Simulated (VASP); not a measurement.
# W (Fm-3m) in VASP: a series of runs

The runs below take W through single point, with PBEsol.

All numbers are computed with VASP 6.6.1; they aren't measurements. Logs are shortened: lines on timing, memory, paths and dates and some standing lists are left out, and cuts for length are marked.

### Step 1. The cell of the first run

The structure is cubic, space group Fm-3m (No. 225). The conventional cell has a = 4.009 Å, b = 4.009 Å, c = 4.009 Å, α = 90.00°, β = 90.00°, γ = 90.00°. W (site symmetry m-3m) has 12 W at 2.83 Å within 3.7 Å.

### Step 2. Single point, PBEsol (Mo replaced by W, lengths x 1.031, strained)

Input file INCAR:

```
SYSTEM = W
PREC     = Accurate       ! precision mode
ENCUT    = 520            ! plane-wave cutoff, eV
EDIFF    = 1E-6           ! SCF threshold, eV
ISMEAR   = 0              ! smearing method
SIGMA    = 0.1            ! smearing width, eV
LREAL    = .False.        ! projectors in reciprocal space
LASPH    = .True.         ! aspherical terms in the spheres
NELM     = 100            ! most SCF steps
ALGO     = Fast           ! electronic algorithm
ISIF     = 2              ! what is computed and relaxed
LWAVE    = .False.        ! write WAVECAR
LCHARG   = .False.        ! write CHGCAR
GGA      = PS             ! functional
NBANDS   = 13             ! bands
```

Input file KPOINTS:

```
Automatic mesh
0
Gamma
  18 18 18
  0 0 0
```

Input file POSCAR:

```
W
1.0
    0.0000000000      2.0045417836      2.0045417836
    2.0045417836      0.0000000000      2.0045417836
    2.0045417836      2.0045417836      0.0000000000
W
1
Direct
    0.0000000000      0.0000000000      0.0000000000
```

Potentials or basis: VASP PAW PBE potentials, release 64 (W_sv).

The run is started by

```bash
> cat potpaw_PBE.64/W_sv/POTCAR > POTCAR
> mpirun -np 1 vasp_std > vasp.out
```

OUTCAR:

```text
SYSTEM = W
   PREC = Accurate
   ENCUT = 520
   EDIFF = 1E-6
   ISMEAR = 0
   LREAL = .False.
   LASPH = .True.
   NELM = 100
   ISIF = 2
   GGA = PS

 ion  position               nearest neighbor table
   1  0.000  0.000  0.000-

  LATTYP: Found a face centered cubic cell.
 ALAT       =     4.0090835672

  Lattice vectors:

 A1 = (   0.0000000000,   2.0045417836,   2.0045417836)
 A2 = (   2.0045417836,   0.0000000000,   2.0045417836)
 A3 = (   2.0045417836,   2.0045417836,   0.0000000000)

Analysis of symmetry for initial positions (statically):
[... 33 lines left out ...]
                                     Primitive cell

  volume of cell :      16.1093

  direct lattice vectors                    reciprocal lattice vectors
     0.000000000  2.004541784  2.004541784    -0.249433563  0.249433563  0.249433563
     2.004541784  0.000000000  2.004541784     0.249433563 -0.249433563  0.249433563
     2.004541784  2.004541784  0.000000000     0.249433563  0.249433563 -0.249433563

  length of vectors
     2.834850177  2.834850177  2.834850177     0.432031605  0.432031605  0.432031605

  position of ions in fractional coordinates (direct lattice)
     0.000000000  0.000000000  0.000000000

  ion indices of the primitive-cell ions
   primitive index   ion index
                 1           1

----------------------------------------------------------------------------------------

 KPOINTS: Automatic mesh

Automatic generation of k-mesh.
 Grid dimensions read from file:
 generate k-points for:   18   18   18

 Generating k-lattice:

  Cartesian coordinates                     Fractional coordinates (reciprocal lattice)
    -0.013857420  0.013857420  0.013857420     0.055555556  0.000000000  0.000000000
     0.013857420 -0.013857420  0.013857420     0.000000000  0.055555556  0.000000000
     0.013857420  0.013857420 -0.013857420     0.000000000  0.000000000  0.055555556

  Length of vectors
     0.024001756  0.024001756  0.024001756

  Shift w.r.t. Gamma in fractional coordinates (k-lattice)
     0.000000000  0.000000000  0.000000000

 Subroutine IBZKPT returns following result:
 ===========================================

 Found    195 irreducible k-points:

 Following reciprocal coordinates:
            Coordinates               Weight
  0.000000  0.000000  0.000000      1.000000
  0.055556  0.000000  0.000000      8.000000
  0.111111  0.000000  0.000000      8.000000
  0.166667  0.000000  0.000000      8.000000
  0.222222  0.000000  0.000000      8.000000
  0.277778  0.000000  0.000000      8.000000
[... 16 lines left out ...]
 -0.277778  0.055556  0.000000     24.000000
 -0.222222  0.055556  0.000000     24.000000
 [... further k-points ...]
   k-points           NKPTS =    195   k-points in BZ     NKDIM =    195   number of bands    NBANDS=     13
   number of dos      NEDOS =    301   number of ions     NIONS =      1
   total plane-waves  NPLWV =  13824
   dimension x,y,z NGX =    24 NGY =   24 NGZ =   24
   dimension x,y,z NGXF=    48 NGYF=   48 NGZF=   48
   ions per type =               1
   NGX,Y,Z   is equivalent  to a cutoff of  14.07, 14.07, 14.07 a.u.
   NGXF,Y,Z  is equivalent  to a cutoff of  28.15, 28.15, 28.15 a.u.
 SYSTEM =  W
   PREC   = accura    normal or accurate (medium, high low for compatibility)
   ISTART =      0    job   : 0-new  1-cont  2-samecut
   ICHARG =      2    charge: 1-file 2-atom 10-const
   ISPIN  =      1    spin polarized calculation?
   LNONCOLLINEAR =      F non collinear calculations
   LSORBIT =      F    spin-orbit coupling
   LASPH  =      T    aspherical Exc in radial PAW
   ENCUT  =  520.0 eV  38.22 Ry    6.18 a.u.   5.27  5.27  5.27*2*pi/ulx,y,z
   NELM   =    100;   NELMIN=  2; NELMDL= -5     # of ELM steps
   EDIFF  = 0.1E-05   stopping-criterion for ELM
   LREAL  =      F    real-space projection
   EDIFFG = 0.1E-04   stopping-criterion for IOM
   NSW    =      0    number of steps for IOM
   IBRION =     -1    ionic relax: 0-MD 1-quasi-New 2-CG
   NFREE  =      0    steps in history (QN), initial steepest desc. (CG)
   ISIF   =      2    stress and relaxation
   ISYM   =      2    0-nonsym 1-usesym 2-fastsym
   POTIM  = 0.5000    time-step for ionic-motion
   TEBEG  =    0.0;   TEEND  =   0.0 temperature during run
   PSTRESS=    0.0 pullay stress
   NELECT =      14.0000    total number of electrons
   NUPDOWN=      -1.0000    fix difference up-down
   EMIN   =  10.00;   EMAX   =-10.00  energy-range for DOS
   EFERMI =   0.00;   METHOD = LEGACY
   ISMEAR =     0;   SIGMA  =   0.10  broadening in eV -4-tet -1-fermi 0-gaus
   EFERMI_NEDOS =   21; number of points for ismear=-14 and -15
   IALGO  =     68    algorithm
   IMIX   =      4    mixing-type and parameters
     AMIX     =   0.40;   BMIX     =  1.00
     AMIX_MAG =   1.60;   BMIX_MAG =  1.00
  volume/ion in A,a.u.               =      16.11       108.71
  Fermi-wavevector in a.u.,A,eV,Ry     =   1.562281  2.952282 33.208025  2.440721
  Thomas-Fermi vector in A             =   2.665222
   LORBIT       =      0    0 simple, 1 ext, 2 COOP (PROOUT), +10 PAW based schemes
   GGA     = PS    functional components
   LHFCALC =     F    Hartree Fock is set to
   AEXX    =    0.0000 exact exchange contribution
   IVDW    =     0    specifies the selected vdW correction
   LEPSILON=     F    determine dielectric tensor
   LRPA    =     F    only Hartree local field effects (RPA)
 non-spin polarized calculation
 RMM-DIIS sequential band-by-band and
 Gauss-broadening in eV      SIGMA  =   0.10
  energy-cutoff  :      520.00
  volume of cell :       16.11
 maximum number of plane-waves:       448
 NGX is ok and might be reduce to    24
   NGX = 11   NGY = 11   NGZ = 11

 number of electron      14.0000000 magnetization

 Free energy of the ion-electron system (eV)
  ---------------------------------------------------
  ext. energy  EPLUGINS =         0.00000000
  ---------------------------------------------------
  free energy    TOTEN  =       -13.31277223 eV

  energy without entropy =      -13.30614932  energy(sigma->0) =      -13.30946078

 E-fermi :  10.5603     XC(G=0): -13.6604

 val. band max:       10.5597658118   @ k =   0.3889   0.1111   0.0000
 cond. band min:      10.5738233026   @ k =   0.4444   0.0556   0.0000
 fundamental gap:      0.0140574908
 Fermi energy:        10.5602633247

 k-point     1 :       0.0000    0.0000    0.0000
  band No.  band energies     occupation
      1     -63.0225      2.00000
      2     -26.6241      2.00000
      3     -26.6241      2.00000
      4     -26.6241      2.00000
      5       1.4713      2.00000
      6       9.9886      2.00000
      7       9.9886      2.00000
      8       9.9886      2.00000
      9      13.1890      0.00000
     10      13.1890      0.00000
     11      23.4249      0.00000
     12      28.6978      0.00000
     13      28.6978      0.00000

 k-point     2 :       0.0556    0.0000    0.0000
  band No.  band energies     occupation
      1     -63.0191      2.00000
      2     -26.6639      2.00000
      3     -26.6291      2.00000
      4     -26.6291      2.00000
      5       1.6107      2.00000
      6       9.8793      2.00000
      7      10.0543      2.00000
      8      10.0543      2.00000
      9      13.1271      0.00000
     10      13.1271      0.00000
     11      23.7069      0.00000
     12      28.0778      0.00000
     13      28.9601      0.00000

 k-point     3 :       0.1111    0.0000    0.0000
  band No.  band energies     occupation
      1     -63.0091      2.00000
      2     -26.7773      2.00000
      3     -26.6436      2.00000
      4     -26.6436      2.00000
      5       2.0136      2.00000
      6       9.5981      2.00000
      7      10.2257      2.00000
      8      10.2257      2.00000
      9      12.9873      0.00000
     10      12.9873      0.00000
     11      24.4621      0.00000
     12      26.9158      0.00000
     13      29.7202      0.00000

 k-point     4 :       0.1667    0.0000    0.0000
  band No.  band energies     occupation
      1     -62.9937      2.00000
      2     -26.9480      2.00000
      3     -26.6657      2.00000
      4     -26.6657      2.00000
      5       2.6301      2.00000
      6       9.2605      2.00000
      7      10.4132      1.96250
      8      10.4132      1.96250
      9      12.9061      0.00000
     10      12.9061      0.00000
     11      24.9932      0.00000
     12      26.3203      0.00000
     13      30.9100      0.00000

 k-point     5 :       0.2222    0.0000    0.0000
  band No.  band energies     occupation
      1     -62.9748      2.00000
      2     -27.1526      2.00000
      3     -26.6926      2.00000
      4     -26.6926      2.00000
      5       3.3644      2.00000
      6       9.0160      2.00000
      7      10.4738      1.77862
      8      10.4738      1.77862
      9      13.0708      0.00000
     10      13.0708      0.00000
     11      24.1716      0.00000
     12      27.2464      0.00000
     13      32.4429      0.00000

 k-point     6 :       0.2778    0.0000    0.0000
  band No.  band energies     occupation
      1     -62.9546      2.00000
      2     -27.3649      2.00000
      3     -26.7211      2.00000
      4     -26.7211      2.00000
      5       4.0613      2.00000
      6       9.0337      2.00000
      7      10.3527      1.99666
      8      10.3527      1.99666
      9      13.5551      0.00000
     10      13.5551      0.00000
     11      23.2435      0.00000
     12      27.6052      0.00000
     13      33.6110      0.00000

 k-point     7 :       0.3333    0.0000    0.0000
  band No.  band energies     occupation
      1     -62.9356      2.00000
      2     -27.5598      2.00000
      3     -26.7477      2.00000
      4     -26.7477      2.00000
      5       4.5485      2.00000
      6       9.4480      2.00000
      7      10.1410      2.00000
      8      10.1410      2.00000
      9      14.2466      0.00000
     10      14.2466      0.00000
     11      22.4608      0.00000
     12      26.4217      0.00000
     13      32.7543      0.00000
[... 193 lines left out ...]
 k-point    20 :      -0.4444    0.0556    0.0000
  band No.  band energies     occupation
      1     -62.9065      2.00000
      2     -27.8229      2.00000
      3     -26.8173      2.00000
      4     -26.7882      2.00000
      5       4.9832      2.00000
      6       9.5946      2.00000
      7       9.8658      2.00000
      8      10.9752      0.00000
      9      15.4738      0.00000
     10      16.0553      0.00000
     11      21.1519      0.00000
     12      23.5121      0.00000
     13      29.3440      0.00000

 k-point    21 :      -0.3889    0.0556    0.0000
  band No.  band energies     occupation
      1     -62.9144      2.00000
      2     -27.7456      2.00000
      3     -26.8119      2.00000
      4     -26.7708      2.00000
      5       4.9414      2.00000
      6       9.7239      2.00000
      7       9.9623      2.00000
      8      10.3370      1.99841
      9      14.8416      0.00000
     10      15.7287      0.00000
     11      21.7294      0.00000
     12      24.3663      0.00000
     13      29.9336      0.00000

 k-point    22 :      -0.3333    0.0556    0.0000
  band No.  band energies     occupation
      1     -62.9281      2.00000
      2     -27.6103      2.00000
      3     -26.7966      2.00000
      4     -26.7465      2.00000
      5       4.7775      2.00000
      6       9.5277      2.00000
      7       9.9665      2.00000
      8      10.1441      2.00000
      9      14.0487      0.00000
     10      15.1034      0.00000
     11      22.4271      0.00000
     12      25.8662      0.00000
     13      31.0913      0.00000

 k-point    23 :      -0.2778    0.0556    0.0000
  band No.  band energies     occupation
      1     -62.9460      2.00000
      2     -27.4310      2.00000
      3     -26.7729      2.00000
      4     -26.7181      2.00000
      5       4.3751      2.00000
      6       9.0085      2.00000
      7      10.2019      2.00000
      8      10.3729      1.99194
      9      13.2734      0.00000
     10      14.3823      0.00000
     11      23.2009      0.00000
     12      27.3911      0.00000
     13      32.2530      0.00000

 k-point    24 :      -0.2222    0.0556    0.0000
  band No.  band energies     occupation
      1     -62.9658      2.00000
      2     -27.2276      2.00000
      3     -26.7435      2.00000
      4     -26.6889      2.00000
      5       3.7254      2.00000
      6       8.8811      2.00000
      7      10.4053      1.97154
      8      10.5569      1.03841
      9      12.6886      0.00000
     10      13.7503      0.00000
     11      24.0915      0.00000
     12      27.6234      0.00000
     13      31.8703      0.00000

 [... further k-points ...]

------------------------ aborting loop because EDIFF is reached ----------------------------------------

  FORCE on cell =-STRESS in cart. coord.  units (eV):
  Direction    XX          YY          ZZ          XY          YZ          ZX
  --------------------------------------------------------------------------------------
  -------------------------------------------------------------------------------------
  Total       -0.1809340     -0.1809340     -0.1809340     -0.0000000     -0.0000000     -0.0000000
  in kB      -17.9951533    -17.9951533    -17.9951533     -0.0000000     -0.0000000     -0.0000000
  external PRESSURE =     -17.9951533 kB  Pullay stress =       0.0000000 kB

 VOLUME and BASIS-vectors are now :
 -----------------------------------------------------------------------------
  energy-cutoff  :      520.00
  volume of cell :       16.11
      direct lattice vectors                 reciprocal lattice vectors
     0.000000000  2.004541784  2.004541784    -0.249433563  0.249433563  0.249433563
     2.004541784  0.000000000  2.004541784     0.249433563 -0.249433563  0.249433563
     2.004541784  2.004541784  0.000000000     0.249433563  0.249433563 -0.249433563

 POSITION                                       TOTAL-FORCE (eV/Angst)
 -----------------------------------------------------------------------------------
      0.00000      0.00000      0.00000         0.000000      0.000000      0.000000
 -----------------------------------------------------------------------------------
    total drift:                               -0.000000      0.000000      0.000000

  FREE ENERGIE OF THE ION-ELECTRON SYSTEM (eV)
  ---------------------------------------------------
  free  energy   TOTEN  =       -13.3127722338 eV

  energy  without entropy=      -13.3061493185  energy(sigma->0) =      -13.30946078
```

It took 30 s on 1 thread of Intel Xeon Platinum 8488C (Sapphire Rapids), shared host; peak memory 0.16 GiB.

Results:

| Quantity | Value |
| --- | --- |
| Free energy | -13.3128 eV |
| Pressure | -1.8 GPa |
| Band gap on the k mesh | zero (band 7 reaches 13.74 eV, above the bottom of band 8 at 9.99 eV) |

Levels at points of the mesh, in eV from the Fermi level:
| k point | band 3 | band 4 | band 5 | band 6 | band 7 | band 8 | band 9 | band 10 | band 11 | band 12 |
| --- | --- | --- | --- | --- | --- | --- | --- | --- | --- | --- |
| (0.00, 0.00, 0.00) | -37.18 | -37.18 | -9.09 | -0.57 | -0.57 | -0.57 | 2.63 | 2.63 | 12.86 | 18.14 |
| (0.50, 0.00, 0.00) | -37.35 | -37.35 | -5.70 | -0.81 | -0.81 | 0.72 | 5.19 | 5.19 | 10.57 | 12.49 |
| (0.50, 0.50, 0.00) | -37.63 | -37.63 | -5.62 | -4.62 | 3.18 | 5.15 | 5.95 | 5.95 | 11.91 | 11.91 |

Caveat: the cell differs from its parent crystal (Mo replaced by W, lengths x 1.031, strained); the PAW data sets were made with another functional, which shifts forces and pressure a little; spin-orbit coupling is left out, which moves the levels of the heavy elements.

### Step 3. Single point, PBEsol (Mo replaced by W, lengths x 1.031, strained)

Input file INCAR:

```
SYSTEM = W
ALGO = Normal
EDIFF = 1E-6
ENCUT = 500
GGA = PS
GGA_COMPAT = .False.
ISIF = 2
ISMEAR = 0
LASPH = .True.
LCHARG = .False.
LREAL = .False.
LWAVE = .False.
NBANDS = 13
NELM = 120
PREC = Accurate
SIGMA = 0.1
```

Input file KPOINTS:

```
k-points
0
Gamma
  8 8 8
  0 0 0
```

POSCAR is that of step 2.

Potentials or basis: VASP PAW PBE potentials, release 64 (W_sv).

The run is started by

```bash
> cat potpaw_PBE.64/W_sv/POTCAR > POTCAR
> mpirun -np 1 vasp_std > vasp.out
```

Wall time 3.2 s (1 thread of Intel Xeon 6975P-C (Granite Rapids), shared host); peak memory 0.14 GiB.

Results (log left out):

```
Free energy            : -13.3227 eV
Pressure               : -1.3 GPa
Band gap on the k mesh : zero (band 7 reaches 13.74 eV, above the bottom of band 8 at 9.98 eV)
```

Levels at points of the mesh, in eV from the Fermi level:
```csv
k point,band 3,band 4,band 5,band 6,band 7,band 8,band 9,band 10,band 11,band 12
"(0.00, 0.00, 0.00)",-37.13,-37.13,-9.01,-0.51,-0.51,-0.51,2.69,2.69,12.94,18.22
"(0.50, 0.00, 0.00)",-37.29,-37.29,-5.63,-0.74,-0.74,0.80,5.25,5.25,10.63,12.57
"(0.50, 0.50, 0.00)",-37.57,-37.57,-5.54,-4.56,3.26,5.21,6.01,6.01,11.99,11.99
```

Caveat: the cell differs from its parent crystal (Mo replaced by W, lengths x 1.031, strained); the PAW data sets were made with another functional, which shifts forces and pressure a little; spin-orbit coupling is left out, which moves the levels of the heavy elements.
